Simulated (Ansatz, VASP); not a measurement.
**One calculation of PtBr2, two programs**

```
Pt Br
1.0
     0.00000    3.31029    3.31029
     3.31029    0.00000    3.31029
     3.31029    3.31029    0.00000
Pt Br
1 2
Direct
  0.00000 0.00000 0.00000
  0.25000 0.25000 0.25000
  0.75000 0.75000 0.75000
```

Alike in both runs: functional PBE; k mesh 11 × 11 × 11; occupations fermi-dirac, width 0.05 eV; no spin polarisation.

Ansatz relaxed the structure, and its values are those at the end. VASP's run is a single point on that final structure, the one shown.

|  | VASP | Ansatz |
| --- | --- | --- |
| version | VASP 6.6.1 | Ansatz 0.2.0 |
| potentials or method | VASP PAW PBE potentials, release 64 (Pt, Br) | PAW with Ansatz's default frozen-core files, scalar-relativistic |
| plane-wave cutoff (eV) | 520 | 420 |
| valence electrons in the cell | 24 | 32 |

|  | VASP | Ansatz | Ansatz less VASP |
| --- | --- | --- | --- |
| pressure (GPa) | 0.0 | 0.0 | +0.05 |

VASP's potentials hold 24 valence electrons a cell and Ansatz's 32, so a difference there can come from the potentials and not from the codes.

Neither program's run includes spin-orbit coupling.
